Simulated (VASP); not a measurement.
# MgO (I4/mmm) in VASP: further runs, part 2 of 2

VASP 6.6.1.

### Step 4. Single point, r2SCAN (strain +0.1312 x Voigt [1, 0, 0, 0, 0, 0])

File POSCAR:

```
MgO
1.0
    0.0000000000      2.1351500000      2.1351500000
    2.4152816800      0.0000000000      2.1351500000
    2.4152816800      2.1351500000      0.0000000000
Mg O
1 1
Direct
    0.0000000000      0.0000000000      0.0000000000
    0.5000000000      0.5000000000      0.5000000000
```

File INCAR.step1:

```
PREC = Accurate
ENCUT = 660
ISMEAR = 0
SIGMA = 0.05
LREAL = F
LASPH = T
NELM = 120
NBANDS = 15
GGA = PE
ALGO = Normal
EDIFF = 1E-5
LWAVE = T
LCHARG = F
GGA_COMPAT = F
```

File INCAR.step2:

```
PREC = Accurate
ENCUT = 660
EDIFF = 1E-6
ISMEAR = 0
SIGMA = 0.05
LREAL = F
LASPH = T
NELM = 120
ALGO = Normal
ISIF = 2
LWAVE = F
LCHARG = F
METAGGA = R2SCAN
LMIXTAU = T
NBANDS = 15
ISTART = 1
GGA_COMPAT = F
```

File KPOINTS:

```
Automatic mesh
0
Gamma
  10 10 10
```

Potentials or basis: VASP PAW PBE potentials, release 64 (Mg_sv, O).

Launch:

```
$ cat potpaw_PBE.64/Mg_sv/POTCAR potpaw_PBE.64/O/POTCAR > POTCAR
$ cp INCAR.step1 INCAR
$ mpirun -np 1 vasp_std > vasp.out
$ cp INCAR.step2 INCAR
$ mpirun -np 1 vasp_std > vasp.out
```

OUTCAR:

```text
PREC = Accurate
   ENCUT = 660
   EDIFF = 1E-6
   ISMEAR = 0
   LREAL = F
   LASPH = T
   NELM = 120
   ISIF = 2
   METAGGA = R2SCAN
   ISTART = 1

 ion  position               nearest neighbor table
   1  0.000  0.000  0.000-
   2  0.500  0.500  0.500-

  LATTYP: Found a body centered tetragonal cell.
 ALAT       =     3.0195580877
 C/A-ratio  =     1.5997583818

  Lattice vectors:

 A1 = (   2.4152816800,   0.0000000000,   2.1351500000)
 A2 = (   2.4152816800,   0.0000000000,  -2.1351500000)
 A3 = (  -2.4152816800,   2.1351500000,   0.0000000000)

Analysis of symmetry for initial positions (statically):
=====================================================================
 Subroutine PRICEL returns:
 Original cell was already a primitive cell.

 Routine SETGRP: Setting up the symmetry group for a
 body centered tetragonal supercell.

 Subroutine GETGRP returns: Found 16 space group operations
 (whereof 16 operations were pure point group operations)
[... 168 lines left out ...]
 cond. band min:       5.5587237689   @ k =   0.0000   0.0000   0.0000
 fundamental gap:      4.0039883348
 Fermi energy:         1.7986236249

 k-point     1 :       0.0000    0.0000    0.0000
  band No.  band energies     occupation
      1     -74.1075      2.00000
      2     -39.2667      2.00000
      3     -39.1809      2.00000
      4     -39.1809      2.00000
      5     -16.0335      2.00000
      6       1.3430      2.00000
      7       1.3430      2.00000
      8       1.5547      2.00000
      9       5.5587      0.00000
     10      16.6896      0.00000
     11      17.8767      0.00000
     12      17.8767      0.00000
     13      21.0020      0.00000
     14      21.1489      0.00000
[... 401 lines left out ...]
      2     -39.2754      2.00000
      3     -39.2157      2.00000
      4     -39.2003      2.00000
      5     -15.0869      2.00000
      6      -1.6260      2.00000
      7       0.0402      2.00000
      8       0.6618      2.00000
      9      10.4513      0.00000
     10      11.8345      0.00000
     11      15.2044      0.00000
     12      17.7854      0.00000
     13      19.4345      0.00000
     14      24.9032      0.00000
     15      26.9809      0.00000

 [... further k-points ...]
[... 5 lines left out ...]
  --------------------------------------------------------------------------------------
  -------------------------------------------------------------------------------------
  Total       -2.9495586     -2.1534674     -2.1534674     -0.0000000      0.0000000     -0.0000000
  in kB     -214.5917595   -156.6730549   -156.6730549     -0.0000000      0.0000000     -0.0000000
  external PRESSURE =    -175.9792897 kB  Pullay stress =       0.0000000 kB

 VOLUME and BASIS-vectors are now :
 -----------------------------------------------------------------------------
  energy-cutoff  :      660.00
  volume of cell :       22.02
      direct lattice vectors                 reciprocal lattice vectors
     0.000000000  2.135150000  2.135150000    -0.207015192  0.234175585  0.234175585
     2.415281680  0.000000000  2.135150000     0.207015192 -0.234175585  0.234175585
     2.415281680  2.135150000  0.000000000     0.207015192  0.234175585 -0.234175585

 POSITION                                       TOTAL-FORCE (eV/Angst)
 -----------------------------------------------------------------------------------
      0.00000      0.00000      0.00000        -0.000000     -0.000000      0.000000
      2.41528      2.13515      2.13515         0.000000      0.000000      0.000000
 -----------------------------------------------------------------------------------
    total drift:                                0.000000      0.000000      0.000000

  FREE ENERGIE OF THE ION-ELECTRON SYSTEM (eV)
  ---------------------------------------------------
  free  energy   TOTEN  =       -15.9048079419 eV

  energy  without entropy=      -15.9048079419  energy(sigma->0) =      -15.90480794
```

OUTCAR.step1:

```text
PREC = Accurate
   ENCUT = 660
   ISMEAR = 0
   LREAL = F
   LASPH = T
[... 654 lines left out ...]
 -----------------------------------------------------------------------------------
      0.00000      0.00000      0.00000         0.000000      0.000000      0.000000
      2.41528      2.13515      2.13515         0.000000     -0.000000      0.000000
 -----------------------------------------------------------------------------------
    total drift:                                0.000000      0.000000      0.000000

  FREE ENERGIE OF THE ION-ELECTRON SYSTEM (eV)
  ---------------------------------------------------
  free  energy   TOTEN  =       -11.7180422449 eV

  energy  without entropy=      -11.7180422449  energy(sigma->0) =      -11.71804224
```

Wall time 1.7 min (1 thread of Intel Xeon 6975P-C (Granite Rapids), shared host); peak memory 0.18 GiB.

What came out:

```yaml
Free_energy: -15.9048 eV
Pressure: -17.6 GPa
Band_gap_on_the_k_mesh: 4.00 eV, direct
```

Stress tensor (GPa, compression positive):
```
-21.46   0.00   0.00
  0.00 -15.67   0.00
  0.00   0.00 -15.67
```

Levels at points of the mesh, in eV from the valence-band top:
| k point | band 5 | band 6 | band 7 | band 8 | band 9 | band 10 | band 11 | band 12 |
| --- | --- | --- | --- | --- | --- | --- | --- | --- |
| (0.00, 0.00, 0.00) | -17.59 | -0.21 | -0.21 | 0.00 | 4.00 | 15.13 | 16.32 | 16.32 |
| (0.50, 0.00, 0.00) | -16.68 | -4.04 | -0.77 | -0.55 | 7.61 | 11.76 | 14.84 | 17.10 |
| (0.50, 0.50, 0.00) | -16.43 | -3.48 | -1.78 | -1.01 | 9.39 | 9.44 | 12.98 | 16.45 |
| (0.00, 0.50, 0.50) | -16.71 | -3.71 | -1.00 | -1.00 | 9.53 | 10.48 | 11.42 | 18.91 |

Caveat: the cell differs from its parent crystal (strain +0.1312 x Voigt [1, 0, 0, 0, 0, 0]); the PAW data sets were made with another functional, which shifts forces and pressure a little.

### Step 5. The runs side by side

```csv
cell,gap on the mesh (eV),pressure (GPa)
"a = 3.020, b = 3.194, c = 3.194 Å, angles 56.4, 61.8, 61.8°, 2 atoms",4.15,-16.9
"a = 3.020, b = 3.254, c = 3.254 Å, angles 55.3, 62.4, 62.4°, 2 atoms",3.86,-18.0
"a = 3.020, b = 3.224, c = 3.224 Å, angles 55.9, 62.1, 62.1°, 2 atoms",4.00,-17.6
```

Alike in all rows: task single point; level r2SCAN; potentials or basis VASP PAW PBE potentials, release 64 (Mg_sv, O); no spin polarisation; k mesh 10 × 10 × 10; cutoff (eV) 660; smearing gaussian 0.05 eV.

Caveats: the PAW data sets were made with another functional, which shifts forces and pressure a little.

Absolute energies hang on the potentials; compare differences alone.
